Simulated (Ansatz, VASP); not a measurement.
In3As in VASP and in Ansatz

```xyz
4
Lattice="4.6286 0.0000 0.0000 0.0000 4.6286 0.0000 0.0000 0.0000 4.6286" Properties=species:S:1:pos:R:3 pbc="T T T"
In    0.0000    2.3143    2.3143
In    2.3143    0.0000    2.3143
In    2.3143    2.3143    0.0000
As    0.0000    0.0000    0.0000
```

Alike in both runs: functional r2SCAN; k mesh 10 × 10 × 10; occupations gaussian, width 0.1 eV; no spin polarisation.

Ansatz relaxed the structure, and its values are those at the end. VASP's run is a single point on that final structure, the one shown.

|  | VASP | Ansatz |
| --- | --- | --- |
| version | VASP 6.6.1 | Ansatz 0.2.0 |
| potentials or method | VASP PAW PBE potentials, release 64 (In_d, As), cutoff 520 eV | scalar-relativistic, plane waves, PAW |
| valence electrons in the cell | 44 | 54 |

|  | VASP | Ansatz | Ansatz less VASP |
| --- | --- | --- | --- |
| gap on the k mesh at the Fermi level (eV) | none | none | - |
| pressure (GPa) | 0.0 | 0.0 | -0.03 |

VASP's potentials were made for PBE, not for r2SCAN. A gap of «none» marks a metal or a gap that the smearing closes. With one functional, cell and mesh, what is left measures potentials, basis and numerics. VASP's potentials hold 44 valence electrons a cell and Ansatz's 54, so a difference there can come from the potentials and not from the codes.
